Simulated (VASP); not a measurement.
Wanted: the native input for a VASP 6.6.1 run.

```
Task                   : relaxation of cell and atoms
Functional             : PBE
Potentials or basis    : VASP PAW PBE potentials, release 64 (Ta_pv, N)
Cutoff                 : 600 eV
k mesh                 : 6 × 6 × 9
Occupations            : fermi-dirac, width 0.05 eV
Spin                   : no spin polarisation
Hubbard terms          : Ta d U = 1.0 eV
Dipole correction      : no
Further INCAR settings : ALGO = Normal; EDIFF = 1e-06; IBRION = 2; EDIFFG = -0.01; NSW = 60; ISIF = 3
```

The structure of TaN lies in POSCAR:

```
TaN
1.0
    5.1850002000      0.0000000000      0.0000000000
   -2.5925001000      4.4903418900      0.0000000000
    0.0000000000      0.0000000000      2.9080005300
Ta N
3 3
Direct
    0.0000000000      0.0000000000      0.0000000000
    0.3333333333      0.6666666667      0.5000000000
    0.6666666667      0.3333333333      0.5000000000
    0.5000000000      0.0000000000      0.0000000000
    0.5000000000      0.5000000000      0.0000000000
    0.0000000000      0.5000000000      0.0000000000
```

These files were run (other wordings do the same):

INCAR

```
SYSTEM = TaN
ALGO = Normal
EDIFF = 1E-6
EDIFFG = -0.01
ENCUT = 600
GGA = PE
IBRION = 2
ISIF = 3
ISMEAR = -1
LASPH = .True.
LCHARG = .False.
LDAU = .True.
LDAUJ = 0 0
LDAUL = 2 -1
LDAUPRINT = 1
LDAUTYPE = 2
LDAUU = 1 0
LMAXMIX = 4
LREAL = .False.
LWAVE = .False.
NELM = 150
NSW = 60
PREC = Accurate
SIGMA = 0.05
```

KPOINTS

```
k-points
0
Gamma
  6 6 9
  0 0 0
```

Potentials or basis: VASP PAW PBE potentials, release 64 (Ta_pv, N).

The run is started by

```bash
$ cat potpaw_PBE.64/Ta_pv/POTCAR potpaw_PBE.64/N/POTCAR > POTCAR
$ mpirun -np 1 vasp_std > vasp.out
```

It gave:

The relaxed volume is 11.79 Å³/atom. The relaxed cell is a = 5.268 Å, b = 5.268 Å, c = 2.944 Å, α = 90.00°, β = 90.00°, γ = 120.00° and the space group after relaxing (to 0.1 Å) is P6/mmm (No. 191). The energy gained by relaxing is 20.9 meV/atom. The ionic steps are 10, the pressure after relaxing is 0.0 GPa and the band gap on the k mesh is zero (bands 24 and 25 overlap by 1.95 eV).

Caveat: spin-orbit coupling is left out, which moves the levels of the heavy elements; U without spin polarisation on a metal has little footing.

It took 11 min on 1 thread of Intel Xeon 8259CL (shared host), peak memory 0.26 GiB.
